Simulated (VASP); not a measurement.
# Rb (Im-3m) in VASP: single point with PBE+D3(BJ)

Aim: the single point of Rb with PBE+D3(BJ).

Everything below comes from runs of VASP 6.6.1. Logs are shortened: lines on timing, memory, paths and dates and some standing lists are left out, and cuts for length are marked.

## Step 1: The cell of the first run

It takes space group Im-3m (No. 229, cubic). Conventional cell: a = 5.221 Å, b = 5.221 Å, c = 5.221 Å, α = 90.00°, β = 90.00°, γ = 90.00°.

## Step 2: Single point, PBE+D3(BJ)

INCAR reads:

```
PREC     = Accurate       # precision mode
ENCUT    = 520            # plane-wave cutoff, eV
EDIFF    = 1E-7           # SCF threshold, eV
ISMEAR   = 0              # smearing method
SIGMA    = 0.01           # smearing width, eV
LREAL    = False          # projectors in reciprocal space
LASPH    = True           # aspherical terms in the spheres
NELM     = 60             # most SCF steps
ALGO     = Normal         # electronic algorithm
ISIF     = 2              # what is computed and relaxed
LWAVE    = False          # write WAVECAR
LCHARG   = False          # write CHGCAR
GGA      = PE             # functional
IVDW     = 12             # dispersion correction
NBANDS   = 10             # bands
ISYM     = 0
```

KPOINTS reads:

```
Automatic mesh
0
Gamma
  10 10 10
```

POSCAR reads:

```
Rb
1.0
   -2.6104928533      2.6104928533      2.6104928533
    2.6104928533     -2.6104928533      2.6104928533
    2.6104928533      2.6104928533     -2.6104928533
Rb
1
Direct
    0.0000000000      0.0000000000      0.0000000000
```

Potentials or basis: VASP PAW PBE potentials, release 64 (Rb_sv).

Started as:

```
$ cat potpaw_PBE.64/Rb_sv/POTCAR > POTCAR
$ mpirun -np 1 vasp_std > vasp.out
```

OUTCAR:

```text
PREC = Accurate
   ENCUT = 520
   EDIFF = 1E-7
   ISMEAR = 0
   LREAL = False
   LASPH = True
   NELM = 60
   ISIF = 2
   GGA = PE
   IVDW = 12
   ISYM = 0
 IVDW          = 12

 ion  position               nearest neighbor table
   1  0.000  0.000  0.000-

IMPORTANT INFORMATION: All symmetrisations will be switched off!
NOSYMM: (Re-)initialisation of all symmetry stuff for point group C_1.

----------------------------------------------------------------------------------------

                                     Primitive cell

  volume of cell :      71.1586

  direct lattice vectors                    reciprocal lattice vectors
    -2.610492853  2.610492853  2.610492853     0.000000000  0.191534713  0.191534713
     2.610492853 -2.610492853  2.610492853     0.191534713  0.000000000  0.191534713
     2.610492853  2.610492853 -2.610492853     0.191534713  0.191534713  0.000000000

  length of vectors
     4.521506255  4.521506255  4.521506255     0.270870989  0.270870989  0.270870989

  position of ions in fractional coordinates (direct lattice)
     0.000000000  0.000000000  0.000000000

  ion indices of the primitive-cell ions
   primitive index   ion index
                 1           1

----------------------------------------------------------------------------------------

 KPOINTS: Automatic mesh

Automatic generation of k-mesh.
 Grid dimensions read from file:
 generate k-points for:   10   10   10

 Generating k-lattice:

  Cartesian coordinates                     Fractional coordinates (reciprocal lattice)
     0.000000000  0.019153471  0.019153471     0.100000000  0.000000000  0.000000000
     0.019153471  0.000000000  0.019153471     0.000000000  0.100000000  0.000000000
     0.019153471  0.019153471  0.000000000     0.000000000  0.000000000  0.100000000

  Length of vectors
     0.027087099  0.027087099  0.027087099

  Shift w.r.t. Gamma in fractional coordinates (k-lattice)
     0.000000000  0.000000000  0.000000000

 Subroutine IBZKPT returns following result:
 ===========================================

 Found    504 irreducible k-points:

 Following reciprocal coordinates:
            Coordinates               Weight
  0.000000  0.000000  0.000000      1.000000
  0.100000  0.000000  0.000000      2.000000
  0.000000  0.100000  0.000000      2.000000
  0.000000  0.000000  0.100000      2.000000
  0.100000  0.000000 -0.100000      2.000000
  0.100000 -0.100000  0.000000      2.000000
[... 16 lines left out ...]
  0.400000  0.000000 -0.400000      2.000000
  0.400000 -0.400000  0.000000      2.000000
 [... further k-points ...]
   k-points           NKPTS =    504   k-points in BZ     NKDIM =    504   number of bands    NBANDS=     10
   number of dos      NEDOS =    301   number of ions     NIONS =      1
   total plane-waves  NPLWV =  46656
   dimension x,y,z NGX =    36 NGY =   36 NGZ =   36
   dimension x,y,z NGXF=    72 NGYF=   72 NGZF=   72
   ions per type =               1
   NGX,Y,Z   is equivalent  to a cutoff of  13.24, 13.24, 13.24 a.u.
   NGXF,Y,Z  is equivalent  to a cutoff of  26.47, 26.47, 26.47 a.u.
 SYSTEM =  unknown system
   PREC   = accura    normal or accurate (medium, high low for compatibility)
   ISTART =      0    job   : 0-new  1-cont  2-samecut
   ICHARG =      2    charge: 1-file 2-atom 10-const
   ISPIN  =      1    spin polarized calculation?
   LNONCOLLINEAR =      F non collinear calculations
   LSORBIT =      F    spin-orbit coupling
   LASPH  =      T    aspherical Exc in radial PAW
   ENCUT  =  520.0 eV  38.22 Ry    6.18 a.u.   8.41  8.41  8.41*2*pi/ulx,y,z
   NELM   =     60;   NELMIN=  2; NELMDL= -5     # of ELM steps
   EDIFF  = 0.1E-06   stopping-criterion for ELM
   LREAL  =      F    real-space projection
   EDIFFG = 0.1E-05   stopping-criterion for IOM
   NSW    =      0    number of steps for IOM
   IBRION =     -1    ionic relax: 0-MD 1-quasi-New 2-CG
   NFREE  =      0    steps in history (QN), initial steepest desc. (CG)
   ISIF   =      2    stress and relaxation
   ISYM   =      0    0-nonsym 1-usesym 2-fastsym
   POTIM  = 0.5000    time-step for ionic-motion
   TEBEG  =    0.0;   TEEND  =   0.0 temperature during run
   PSTRESS=    0.0 pullay stress
   NELECT =       9.0000    total number of electrons
   NUPDOWN=      -1.0000    fix difference up-down
   EMIN   =  10.00;   EMAX   =-10.00  energy-range for DOS
   EFERMI =   0.00;   METHOD = LEGACY
   ISMEAR =     0;   SIGMA  =   0.01  broadening in eV -4-tet -1-fermi 0-gaus
   EFERMI_NEDOS =   21; number of points for ismear=-14 and -15
   IALGO  =     38    algorithm
   IMIX   =      4    mixing-type and parameters
     AMIX     =   0.40;   BMIX     =  1.00
     AMIX_MAG =   1.60;   BMIX_MAG =  1.00
  volume/ion in A,a.u.               =      71.16       480.20
  Fermi-wavevector in a.u.,A,eV,Ry     =   0.821763  1.552907  9.187935  0.675294
  Thomas-Fermi vector in A             =   1.932979
   LORBIT       =      0    0 simple, 1 ext, 2 COOP (PROOUT), +10 PAW based schemes
   GGA     = PE    functional components
   LHFCALC =     F    Hartree Fock is set to
   AEXX    =    0.0000 exact exchange contribution
   IVDW    =    12    specifies the selected vdW correction
   LEPSILON=     F    determine dielectric tensor
   LRPA    =     F    only Hartree local field effects (RPA)
 non-spin polarized calculation
 Gauss-broadening in eV      SIGMA  =   0.01
  energy-cutoff  :      520.00
  volume of cell :       71.16
 maximum number of plane-waves:      1961
 NGX is ok and might be reduce to    36
   NGX = 17   NGY = 17   NGZ = 17

 number of electron       9.0000000 magnetization

 Free energy of the ion-electron system (eV)
  ---------------------------------------------------
  ext. energy  EPLUGINS =         0.00000000
  ---------------------------------------------------
  free energy    TOTEN  =        -0.87423833 eV

  energy without entropy =       -0.87383888  energy(sigma->0) =       -0.87403860

 E-fermi :   0.6655     XC(G=0):  -6.0976

 val. band max:        0.6648550740   @ k =  -0.3000   0.4000  -0.3000
 cond. band min:       0.7377065518   @ k =   0.0000  -0.1000  -0.4000
 fundamental gap:      0.0728514778
 Fermi energy:         0.6655467961

 k-point     1 :       0.0000    0.0000    0.0000
  band No.  band energies     occupation
      1     -28.1703      2.00000
      2     -12.1720      2.00000
      3     -12.1720      2.00000
      4     -12.1720      2.00000
      5      -1.6700      2.00000
      6       4.5336      0.00000
      7       4.5336      0.00000
      8       4.5336      0.00000
      9       5.6561      0.00000
     10       5.6561      0.00000

 k-point     2 :       0.1000    0.0000    0.0000
  band No.  band energies     occupation
      1     -28.1690      2.00000
      2     -12.1938      2.00000
      3     -12.1787      2.00000
      4     -12.1721      2.00000
      5      -1.5209      2.00000
      6       4.3258      0.00000
      7       4.3416      0.00000
      8       4.6799      0.00000
      9       5.3960      0.00000
     10       5.6077      0.00000

 k-point     3 :       0.0000    0.1000    0.0000
  band No.  band energies     occupation
      1     -28.1690      2.00000
      2     -12.1938      2.00000
      3     -12.1787      2.00000
      4     -12.1721      2.00000
      5      -1.5209      2.00000
      6       4.3258      0.00000
      7       4.3416      0.00000
      8       4.6799      0.00000
      9       5.3960      0.00000
     10       5.6077      0.00000

 k-point     4 :       0.0000    0.0000    0.1000
  band No.  band energies     occupation
      1     -28.1690      2.00000
      2     -12.1938      2.00000
      3     -12.1787      2.00000
      4     -12.1721      2.00000
      5      -1.5209      2.00000
      6       4.3258      0.00000
      7       4.3416      0.00000
      8       4.6799      0.00000
      9       5.3960      0.00000
     10       5.6077      0.00000

 k-point     5 :       0.1000    0.0000   -0.1000
  band No.  band energies     occupation
      1     -28.1690      2.00000
      2     -12.1938      2.00000
      3     -12.1787      2.00000
      4     -12.1721      2.00000
      5      -1.5209      2.00000
      6       4.3258      0.00000
      7       4.3416      0.00000
      8       4.6799      0.00000
      9       5.3960      0.00000
     10       5.6077      0.00000

 k-point     6 :       0.1000   -0.1000    0.0000
  band No.  band energies     occupation
      1     -28.1690      2.00000
      2     -12.1938      2.00000
      3     -12.1787      2.00000
      4     -12.1721      2.00000
      5      -1.5209      2.00000
      6       4.3258      0.00000
      7       4.3416      0.00000
      8       4.6799      0.00000
      9       5.3960      0.00000
     10       5.6077      0.00000
[... 183 lines left out ...]
 k-point    21 :       0.0000    0.4000    0.0000
  band No.  band energies     occupation
      1     -28.1581      2.00000
      2     -12.3701      2.00000
      3     -12.2348      2.00000
      4     -12.1731      2.00000
      5       0.2953      2.00000
      6       2.1114      0.00000
      7       3.3255      0.00000
      8       5.5355      0.00000
      9       5.9421      0.00000
     10       6.7384      0.00000

 k-point    22 :       0.0000    0.0000    0.4000
  band No.  band energies     occupation
      1     -28.1581      2.00000
      2     -12.3701      2.00000
      3     -12.2348      2.00000
      4     -12.1731      2.00000
      5       0.2953      2.00000
      6       2.1114      0.00000
      7       3.3255      0.00000
      8       5.5355      0.00000
      9       5.9421      0.00000
     10       6.7384      0.00000

 k-point    23 :       0.4000    0.0000   -0.4000
  band No.  band energies     occupation
      1     -28.1581      2.00000
      2     -12.3701      2.00000
      3     -12.2348      2.00000
      4     -12.1731      2.00000
      5       0.2953      2.00000
      6       2.1114      0.00000
      7       3.3255      0.00000
      8       5.5355      0.00000
      9       5.9421      0.00000
     10       6.7384      0.00000

 k-point    24 :       0.4000   -0.4000    0.0000
  band No.  band energies     occupation
      1     -28.1581      2.00000
      2     -12.3701      2.00000
      3     -12.2348      2.00000
      4     -12.1731      2.00000
      5       0.2953      2.00000
      6       2.1114      0.00000
      7       3.3255      0.00000
      8       5.5355      0.00000
      9       5.9421      0.00000
     10       6.7384      0.00000

 [... further k-points ...]

------------------------ aborting loop because EDIFF is reached ----------------------------------------

 Edisp (eV)   -0.12889

 E8    (eV) :    -0.0733

  FORCE on cell =-STRESS in cart. coord.  units (eV):
  Direction    XX          YY          ZZ          XY          YZ          ZX
  --------------------------------------------------------------------------------------
  -------------------------------------------------------------------------------------
  Total       0.37185     0.37184     0.37184     0.00000    -0.00000    -0.00000
  in kB       8.37233     8.37224     8.37228     0.00003    -0.00001    -0.00004
  external pressure =        8.37 kB  Pullay stress =        0.00 kB

 VOLUME and BASIS-vectors are now :
 -----------------------------------------------------------------------------
  energy-cutoff  :      520.00
  volume of cell :       71.16
      direct lattice vectors                 reciprocal lattice vectors
    -2.610492853  2.610492853  2.610492853     0.000000000  0.191534713  0.191534713
     2.610492853 -2.610492853  2.610492853     0.191534713  0.000000000  0.191534713
     2.610492853  2.610492853 -2.610492853     0.191534713  0.191534713  0.000000000

 POSITION                                       TOTAL-FORCE (eV/Angst)
 -----------------------------------------------------------------------------------
      0.00000      0.00000      0.00000         0.000001      0.000000      0.000001
 -----------------------------------------------------------------------------------
    total drift:                                0.000001      0.000000      0.000001

  FREE ENERGIE OF THE ION-ELECTRON SYSTEM (eV)
  ---------------------------------------------------
  free  energy   TOTEN  =        -1.0031295996 eV

  energy  without entropy=       -1.0027301539  energy(sigma->0) =       -1.00292988
```

Wall time 3 min (1 thread of Intel Xeon Platinum 8488C (Sapphire Rapids), shared host); peak memory 0.46 GiB.

Results:

```
Free energy                : -1.0031 eV
Pressure                   : 0.8 GPa
Band gap on the k mesh     : zero (an odd number of electrons rules out a gap without spin polarisation)
Dispersion energy per atom : -0.129 eV
```

Levels at points of the mesh, in eV from the Fermi level:
```
           k point  band 1  band 2  band 3  band 4  band 5  band 6  band 7  band 8  band 9  band 10
(0.00, 0.00, 0.00)  -28.84  -12.84  -12.84  -12.84   -2.34    3.87    3.87    3.87    4.99     4.99
(0.50, 0.00, 0.00)  -28.82  -13.06  -12.91  -12.84    0.13    0.99    2.57    4.77    5.74     5.84
(0.00, 0.50, 0.00)  -28.82  -13.06  -12.91  -12.84    0.13    0.99    2.57    4.77    5.74     5.84
(0.00, 0.00, 0.50)  -28.82  -13.06  -12.91  -12.84    0.13    0.99    2.57    4.77    5.74     5.84
(0.50, 0.00, 0.50)  -28.82  -13.06  -12.91  -12.84    0.13    0.99    2.57    4.77    5.74     5.84
(0.50, 0.50, 0.00)  -28.82  -13.06  -12.91  -12.84    0.13    0.99    2.57    4.77    5.74     5.84
(0.00, 0.50, 0.50)  -28.82  -13.06  -12.91  -12.84    0.13    0.99    2.57    4.77    5.74     5.84
(0.50, 0.50, 0.50)  -28.81  -12.99  -12.99  -12.99    1.02    1.02    3.95    3.95    3.95     6.27
```
